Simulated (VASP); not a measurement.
# HfC (P6_3/mmc) in VASP: a series of runs

The runs below take HfC through single point, with r2SCAN.

Program: VASP 6.6.1. These are calculated values, not measurements. Logs are shortened: lines on timing, memory, paths and dates and some standing lists are left out, and cuts for length are marked.

## Step 1: The cell of the first run

It takes space group P6_3/mmc (No. 194, hexagonal). The conventional cell has a = 3.343 Å, b = 3.343 Å, c = 5.203 Å, α = 90.00°, β = 90.00°, γ = 120.00°. Hf (site symmetry -6m2) has 6 C at 2.33 Å within 3.1 Å. Within 3.1 Å of C (site symmetry -3m) lie 6 Hf at 2.33 Å and 2 C at 2.60 Å.

## Step 2: Single point, r2SCAN

POSCAR

```
HfC
1.0
    3.3428660000      0.0000000000      0.0000000000
   -1.6714330000      2.8950070000      0.0000000000
    0.0000000000      0.0000000000      5.2027140000
Hf C
2 2
Direct
    0.6666666667      0.3333333333      0.7500000000
    0.3333333333      0.6666666667      0.2500000000
    0.0000000000      0.0000000000      0.0000000000
    0.0000000000      0.0000000000      0.5000000000
```

INCAR.step1

```
SYSTEM = HfC
PREC = Accurate
ENCUT = 520
ISMEAR = 1
SIGMA = 0.1
LREAL = .False.
LASPH = .True.
NELM = 60
NBANDS = 22
GGA = PE
ALGO = Normal
EDIFF = 1E-4
LWAVE = .True.
LCHARG = .False.
```

INCAR.step2

```
SYSTEM = HfC
PREC = Accurate
ENCUT = 520
EDIFF = 1E-6
ISMEAR = 1
SIGMA = 0.1
LREAL = .False.
LASPH = .True.
NELM = 60
ALGO = Normal
ISIF = 2
LWAVE = .False.
LCHARG = .False.
METAGGA = R2SCAN
LMIXTAU = .True.
NBANDS = 22
ISTART = 1
```

KPOINTS

```
Automatic mesh
0
Gamma
  9 9 5
  0 0 0
```

Potentials or basis: VASP PAW PBE potentials, release 64 (Hf_pv, C).

Launch:

```console
$ cat potpaw_PBE.64/Hf_pv/POTCAR potpaw_PBE.64/C/POTCAR > POTCAR
$ cp INCAR.step1 INCAR
$ mpirun -np 1 vasp_std > vasp.out
$ cp INCAR.step2 INCAR
$ mpirun -np 1 vasp_std > vasp.out
```

OUTCAR:

```text
SYSTEM = HfC
   PREC = Accurate
   ENCUT = 520
   EDIFF = 1E-6
   ISMEAR = 1
   LREAL = .False.
   LASPH = .True.
   NELM = 60
   ISIF = 2
   METAGGA = R2SCAN
   ISTART = 1

 ion  position               nearest neighbor table
   1  0.667  0.333  0.750-   3 2.33   4 2.33   3 2.33   4 2.33   3 2.33   4 2.33   2 3.24   2 3.24
                             2 3.24   2 3.24   2 3.24   2 3.24
   2  0.333  0.667  0.250-   3 2.33   4 2.33   3 2.33   4 2.33   3 2.33   4 2.33   1 3.24   1 3.24
                             1 3.24   1 3.24   1 3.24   1 3.24
   3  0.000  0.000  0.000-   1 2.33   2 2.33   1 2.33   2 2.33   1 2.33   2 2.33
   4  0.000  0.000  0.500-   1 2.33   2 2.33   1 2.33   2 2.33   1 2.33   2 2.33

  LATTYP: Found a hexagonal cell.
 ALAT       =     3.3428660000
 C/A-ratio  =     1.5563633122

  Lattice vectors:

 A1 = (   3.3428660000,   0.0000000000,   0.0000000000)
 A2 = (  -1.6714330000,   2.8950070000,   0.0000000000)
 A3 = (   0.0000000000,   0.0000000000,   5.2027140000)

Analysis of symmetry for initial positions (statically):
=====================================================================
 Subroutine PRICEL returns:
 Original cell was already a primitive cell.

 Routine SETGRP: Setting up the symmetry group for a
 hexagonal supercell.

 Subroutine GETGRP returns: Found 24 space group operations
 (whereof 12 operations were pure point group operations)
 out of a pool of 24 trial point group operations.

The static configuration has the point symmetry D_3d.
 The point group associated with its full space group is D_6h.

Analysis of symmetry for dynamics (positions and initial velocities):
=====================================================================
 Subroutine PRICEL returns:
 Original cell was already a primitive cell.

 Routine SETGRP: Setting up the symmetry group for a
 hexagonal supercell.

 Subroutine GETGRP returns: Found 24 space group operations
 (whereof 12 operations were pure point group operations)
 out of a pool of 24 trial point group operations.

The dynamic configuration has the point symmetry D_3d.
 The point group associated with its full space group is D_6h.

 Subroutine INISYM returns: Found 24 space group operations
 (whereof 12 operations are pure point group operations),
 and found     1 'primitive' translations

----------------------------------------------------------------------------------------

                                     Primitive cell

  volume of cell :      50.3499

  direct lattice vectors                    reciprocal lattice vectors
     3.342866000  0.000000000  0.000000000     0.299144507  0.172711154  0.000000000
    -1.671433000  2.895007000  0.000000000     0.000000000  0.345422308  0.000000000
     0.000000000  0.000000000  5.202714000     0.000000000  0.000000000  0.192207375

  length of vectors
     3.342866000  3.342866106  5.202714000     0.345422319  0.345422308  0.192207375

  position of ions in fractional coordinates (direct lattice)
     0.666666667  0.333333333  0.750000000
     0.333333333  0.666666667  0.250000000
     0.000000000  0.000000000  0.000000000
     0.000000000  0.000000000  0.500000000

  ion indices of the primitive-cell ions
   primitive index   ion index
                 1           1
                 2           2
                 3           3
                 4           4

----------------------------------------------------------------------------------------

 KPOINTS: Automatic mesh

Automatic generation of k-mesh.
 Grid dimensions read from file:
 generate k-points for:    9    9    5

 Generating k-lattice:

  Cartesian coordinates                     Fractional coordinates (reciprocal lattice)
     0.033238279  0.019190128  0.000000000     0.111111111 -0.000000000  0.000000000
     0.000000000  0.038380256  0.000000000     0.000000000  0.111111111  0.000000000
     0.000000000  0.000000000  0.038441475     0.000000000  0.000000000  0.200000000

  Length of vectors
     0.038380258  0.038380256  0.038441475

  Shift w.r.t. Gamma in fractional coordinates (k-lattice)
     0.000000000  0.000000000  0.000000000

 Subroutine IBZKPT returns following result:
 ===========================================

 Found     36 irreducible k-points:

 Following reciprocal coordinates:
            Coordinates               Weight
  0.000000  0.000000  0.000000      1.000000
  0.111111  0.000000  0.000000      6.000000
  0.222222 -0.000000  0.000000      6.000000
  0.333333  0.000000  0.000000      6.000000
  0.444444 -0.000000  0.000000      6.000000
  0.111111  0.111111  0.000000      6.000000
[... 16 lines left out ...]
  0.333333  0.222222  0.200000     24.000000
  0.333333  0.333333  0.200000      4.000000
 [... further k-points ...]
   k-points           NKPTS =     36   k-points in BZ     NKDIM =     36   number of bands    NBANDS=     22
   number of dos      NEDOS =    301   number of ions     NIONS =      4
   total plane-waves  NPLWV =  31360
   dimension x,y,z NGX =    28 NGY =   28 NGZ =   40
   dimension x,y,z NGXF=    56 NGYF=   56 NGZF=   80
   ions per type =               2   2
   NGX,Y,Z   is equivalent  to a cutoff of  13.92, 13.92, 12.78 a.u.
   NGXF,Y,Z  is equivalent  to a cutoff of  27.85, 27.85, 25.56 a.u.
 SYSTEM =  HfC
   PREC   = accura    normal or accurate (medium, high low for compatibility)
   ISTART =      1    job   : 0-new  1-cont  2-samecut
   ICHARG =      0    charge: 1-file 2-atom 10-const
   ISPIN  =      1    spin polarized calculation?
   LNONCOLLINEAR =      F non collinear calculations
   LSORBIT =      F    spin-orbit coupling
   LASPH  =      T    aspherical Exc in radial PAW
   ENCUT  =  520.0 eV  38.22 Ry    6.18 a.u.   6.22  6.22  9.67*2*pi/ulx,y,z
   NELM   =     60;   NELMIN=  2; NELMDL=  0     # of ELM steps
   EDIFF  = 0.1E-05   stopping-criterion for ELM
   LREAL  =      F    real-space projection
   EDIFFG = 0.1E-04   stopping-criterion for IOM
   NSW    =      0    number of steps for IOM
   IBRION =     -1    ionic relax: 0-MD 1-quasi-New 2-CG
   NFREE  =      0    steps in history (QN), initial steepest desc. (CG)
   ISIF   =      2    stress and relaxation
   ISYM   =      2    0-nonsym 1-usesym 2-fastsym
   POTIM  = 0.5000    time-step for ionic-motion
   TEBEG  =    0.0;   TEEND  =   0.0 temperature during run
   PSTRESS=    0.0 pullay stress
   NELECT =      28.0000    total number of electrons
   NUPDOWN=      -1.0000    fix difference up-down
   EMIN   =  10.00;   EMAX   =-10.00  energy-range for DOS
   EFERMI =   0.00;   METHOD = LEGACY
   ISMEAR =     1;   SIGMA  =   0.10  broadening in eV -4-tet -1-fermi 0-gaus
   EFERMI_NEDOS =   21; number of points for ismear=-14 and -15
   IALGO  =     38    algorithm
   IMIX   =      4    mixing-type and parameters
     AMIX     =   0.40;   BMIX     =  1.00
     AMIX_MAG =   1.60;   BMIX_MAG =  1.00
  volume/ion in A,a.u.               =      12.59        84.94
  Fermi-wavevector in a.u.,A,eV,Ry     =   1.346257  2.544057 24.659309  1.812408
  Thomas-Fermi vector in A             =   2.474104
   LORBIT       =      0    0 simple, 1 ext, 2 COOP (PROOUT), +10 PAW based schemes
   METAGGA = R2SCAN    functional components
   LHFCALC =     F    Hartree Fock is set to
   AEXX    =    0.0000 exact exchange contribution
   IVDW    =     0    specifies the selected vdW correction
   LEPSILON=     F    determine dielectric tensor
   LRPA    =     F    only Hartree local field effects (RPA)
 non-spin polarized calculation
 Methfessel and Paxton  Order N= 1 SIGMA  =   0.10
  energy-cutoff  :      520.00
  volume of cell :       50.35
 maximum number of plane-waves:      1375
 NGX is ok and might be reduce to    28
   NGX = 13   NGY = 13   NGZ = 19

 number of electron      28.0000002 magnetization

 Free energy of the ion-electron system (eV)
  ---------------------------------------------------
  ext. energy  EPLUGINS =         0.00000000
  ---------------------------------------------------
  free energy    TOTEN  =      -113.71195442 eV

  energy without entropy =     -113.71239617  energy(sigma->0) =     -113.71210167

 E-fermi :   6.3852     XC(G=0): -13.1357

 val. band max:        6.3754674617   @ k =   0.0000   0.0000   0.2000
 cond. band min:       6.5486691122   @ k =   0.1111   0.1111   0.2000
 fundamental gap:      0.1732016504
 Fermi energy:         6.3851809749

 k-point     1 :       0.0000    0.0000    0.0000
  band No.  band energies     occupation
      1     -25.4521      2.00000
      2     -24.8697      2.00000
      3     -24.8697      2.00000
      4     -24.7827      2.00000
      5     -24.7827      2.00000
      6     -24.7017      2.00000
[... 14 lines left out ...]
     21      10.7326      0.00000
     22      14.9591      0.00000

 k-point     2 :       0.1111    0.0000    0.0000
  band No.  band energies     occupation
      1     -25.4225      2.00000
      2     -24.9281      2.00000
      3     -24.8921      2.00000
      4     -24.8366      2.00000
      5     -24.7846      2.00000
      6     -24.7125      2.00000
[... 14 lines left out ...]
     21      11.4219      0.00000
     22      14.3689      0.00000

 k-point     3 :       0.2222   -0.0000    0.0000
  band No.  band energies     occupation
      1     -25.3413      2.00000
      2     -25.0782      2.00000
      3     -24.9649      2.00000
      4     -24.9426      2.00000
      5     -24.7955      2.00000
      6     -24.7459      2.00000
[... 14 lines left out ...]
     21      13.1208      0.00000
     22      13.2056      0.00000

 k-point     4 :       0.3333    0.0000    0.0000
  band No.  band energies     occupation
      1     -25.2480      2.00000
      2     -25.2306      2.00000
      3     -25.1020      2.00000
      4     -24.9944      2.00000
      5     -24.8129      2.00000
      6     -24.8017      2.00000
[... 14 lines left out ...]
     21      12.9773      0.00000
     22      13.6890      0.00000

 k-point     5 :       0.4444   -0.0000    0.0000
  band No.  band energies     occupation
      1     -25.3569      2.00000
      2     -25.1883      2.00000
      3     -25.1326      2.00000
      4     -25.0264      2.00000
      5     -24.8636      2.00000
      6     -24.8257      2.00000
[... 14 lines left out ...]
     21      12.4226      0.00000
     22      13.3046      0.00000

 k-point     6 :       0.1111    0.1111    0.0000
  band No.  band energies     occupation
      1     -25.3670      2.00000
      2     -25.0051      2.00000
      3     -24.9911      2.00000
      4     -24.8768      2.00000
      5     -24.8065      2.00000
      6     -24.7347      2.00000
[... 14 lines left out ...]
     21      12.4447      0.00000
     22      13.4766      0.00000

 k-point     7 :       0.2222    0.1111    0.0000
  band No.  band energies     occupation
      1     -25.2702      2.00000
      2     -25.1649      2.00000
      3     -25.0875      2.00000
      4     -24.9497      2.00000
      5     -24.8349      2.00000
      6     -24.7801      2.00000
[... 324 lines left out ...]
      6     -24.8189      2.00000
[... 14 lines left out ...]
     21      13.1492      0.00000
     22      13.6895      0.00000

 k-point    21 :       0.4444    0.1111    0.2000
  band No.  band energies     occupation
      1     -25.3835      2.00000
      2     -25.2443      2.00000
      3     -25.0849      2.00000
      4     -24.9886      2.00000
      5     -24.9061      2.00000
      6     -24.8407      2.00000
[... 14 lines left out ...]
     21      13.2761      0.00000
     22      13.3981      0.00000

 k-point    22 :       0.2222    0.2222    0.2000
  band No.  band energies     occupation
      1     -25.2675      2.00000
      2     -25.2572      2.00000
      3     -25.0404      2.00000
      4     -25.0336      2.00000
      5     -24.9217      2.00000
      6     -24.8114      2.00000
[... 14 lines left out ...]
     21      13.3488      0.00000
     22      14.0825      0.00000

 k-point    23 :       0.3333    0.2222    0.2000
  band No.  band energies     occupation
      1     -25.3245      2.00000
      2     -25.2266      2.00000
      3     -25.1307      2.00000
      4     -25.0023      2.00000
      5     -24.9531      2.00000
      6     -24.8519      2.00000
[... 14 lines left out ...]
     21      13.6934      0.00000
     22      14.1793      0.00000

 k-point    24 :       0.3333    0.3333    0.2000
  band No.  band energies     occupation
      1     -25.2945      2.00000
      2     -25.1932      2.00000
      3     -25.1932      2.00000
      4     -25.0577      2.00000
      5     -24.9036      2.00000
      6     -24.9036      2.00000
[... 14 lines left out ...]
     21      14.6294      0.00000
     22      14.6294      0.00000

 [... further k-points ...]

------------------------ aborting loop because EDIFF is reached ----------------------------------------

  FORCE on cell =-STRESS in cart. coord.  units (eV):
  Direction    XX          YY          ZZ          XY          YZ          ZX
  --------------------------------------------------------------------------------------
  -------------------------------------------------------------------------------------
  Total       -1.8380809     -1.8380810      0.0687331      0.0000000      0.0000000      0.0000000
  in kB      -58.4893319    -58.4893369      2.1871479      0.0000000      0.0000000      0.0000000
  external PRESSURE =     -38.2638403 kB  Pullay stress =       0.0000000 kB

 VOLUME and BASIS-vectors are now :
 -----------------------------------------------------------------------------
  energy-cutoff  :      520.00
  volume of cell :       50.35
      direct lattice vectors                 reciprocal lattice vectors
     3.342866000  0.000000000  0.000000000     0.299144507  0.172711154  0.000000000
    -1.671433000  2.895007000  0.000000000     0.000000000  0.345422308  0.000000000
     0.000000000  0.000000000  5.202714000     0.000000000  0.000000000  0.192207375

 POSITION                                       TOTAL-FORCE (eV/Angst)
 -----------------------------------------------------------------------------------
      1.67143      0.96500      3.90204         0.000000      0.000000      0.000000
     -0.00000      1.93000      1.30068         0.000000     -0.000000      0.000000
      0.00000      0.00000      0.00000        -0.000000      0.000000      0.000000
      0.00000      0.00000      2.60136        -0.000000      0.000000      0.000000
 -----------------------------------------------------------------------------------
    total drift:                               -0.000000      0.000000     -0.000000

  FREE ENERGIE OF THE ION-ELECTRON SYSTEM (eV)
  ---------------------------------------------------
  free  energy   TOTEN  =      -113.7119544241 eV

  energy  without entropy=     -113.7123961666  energy(sigma->0) =     -113.71210167
```

Wall time 3.8 min (1 thread of Intel Xeon Platinum 8259CL at 2.50GHz (Skylake/Cascade Lake), shared host); peak memory 0.19 GiB.

Results:

```yaml
Free_energy: -113.7120 eV
Pressure: -3.8 GPa
Band_gap_on_the_k_mesh: zero (band 14 reaches 7.66 eV, above the bottom of band 15 at 6.35 eV)
```

Caveat: the PAW data sets were made with another functional, which shifts forces and pressure a little; spin-orbit coupling is left out, which moves the levels of the heavy elements.

## Step 3: Single point, r2SCAN

POSCAR is that of step 2.

INCAR.step1

```
PREC = Accurate ; ENCUT = 520
ISMEAR = 1 ; SIGMA = 0.1
LREAL = False ; LASPH = True
NELM = 80 ; NBANDS = 22
GGA = PE ; ALGO = Normal
EDIFF = 1E-4 ; LWAVE = True
LCHARG = False
```

INCAR.step2

```
PREC = Accurate ; ENCUT = 520
EDIFF = 1E-6 ; ISMEAR = 1
SIGMA = 0.1 ; LREAL = False
LASPH = True ; NELM = 80
ALGO = Normal ; ISIF = 2
LWAVE = False ; LCHARG = True
METAGGA = R2SCAN ; LMIXTAU = True
LELF = True ; LVHAR = True
NBANDS = 22 ; ISTART = 1
```

KPOINTS

```
Automatic mesh
0
Gamma
  9 9 5
```

Potentials or basis: VASP PAW PBE potentials, release 64 (Hf_pv, C).

Launch:

```console
$ cat potpaw_PBE.64/Hf_pv/POTCAR potpaw_PBE.64/C/POTCAR > POTCAR
$ cp INCAR.step1 INCAR
$ mpirun -np 1 vasp_std > vasp.out
$ cp INCAR.step2 INCAR
$ mpirun -np 1 vasp_std > vasp.out
```

Wall time 3.7 min (1 thread of Intel Xeon Platinum 8259CL at 2.50GHz (Skylake/Cascade Lake), shared host); peak memory 0.2 GiB.

It converged, with:

* Free energy: -113.7120 eV
* Pressure: -3.8 GPa
* Band gap on the k mesh: zero (band 14 reaches 7.66 eV, above the bottom of band 15 at 6.35 eV)

Stress tensor (GPa, compression positive):
```
-5.85  0.00  0.00
 0.00 -5.85  0.00
 0.00  0.00  0.22
```

Levels at points of the mesh, in eV from the Fermi level:
```tsv
k point	band 12	band 13	band 14	band 15	band 16	band 17
(0.00, 0.00, 0.00)	-1.36	-1.36	1.27	1.64	1.64	2.09
```

Caveat: the PAW data sets were made with another functional, which shifts forces and pressure a little; spin-orbit coupling is left out, which moves the levels of the heavy elements.
